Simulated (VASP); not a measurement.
Write the native input for VASP 6.6.1 that does the following.

| Property | Result |
| --- | --- |
| Task | single point |
| Functional | PBEsol |
| Potentials or basis | VASP PAW PBE potentials, release 64 (Cr_pv) |
| Cutoff | 520 eV |
| k mesh | 16 × 16 × 4 |
| Occupations | fermi-dirac, width 0.1 eV |
| Spin | no spin polarisation |
| Dipole correction | no |
| Further INCAR settings | ALGO = Normal; EDIFF = 1e-06; NBANDS = 32 |

The structure of Cr lies in POSCAR:

```
Cr
1.0
    2.5056125439      0.0000000000      0.0000000000
   -1.2528062720      2.1699241151      0.0000000000
    0.0000000000      0.0000000000      8.7848902926
Cr
4
Direct
    1.0000000000      0.0000000000      0.0000000000
    1.0000000000      0.0000000000      0.5000000000
    0.3333333333      0.6666666667      0.2500000000
    0.6666666667      0.3333333333      0.7500000000
```

This cell differs from its parent crystal: volume scaled by 1.04.

These files were run (other wordings do the same):

INCAR

```
SYSTEM = Cr
PREC = Accurate ; ENCUT = 520
EDIFF = 1E-6 ; ISMEAR = -1
SIGMA = 0.1 ; LREAL = .False.
LASPH = .True. ; NELM = 80
ALGO = Normal ; ISIF = 2
LWAVE = .False. ; LCHARG = .False.
GGA = PS ; NBANDS = 32
```

KPOINTS

```
regular mesh
0
Gamma
  16 16 4
  0 0 0
```

Potentials or basis: VASP PAW PBE potentials, release 64 (Cr_pv).

Command:

```bash
$ cat potpaw_PBE.64/Cr_pv/POTCAR > POTCAR
$ mpirun -np 1 vasp_std > vasp.out
```

Results of the run:

```yaml
Pressure: -9.7 GPa
Band_gap_on_the_k_mesh: zero (band 24 reaches 11.08 eV, above the bottom of band 25 at 9.88 eV)
```

Caveat: the PAW data sets were made with another functional, which shifts forces and pressure a little; the run has no spin polarisation, though such a crystal can be magnetic.

Wall time 2.9 min on 1 thread of Intel Xeon 6975P-C, on a shared host, peak memory 0.24 GiB.
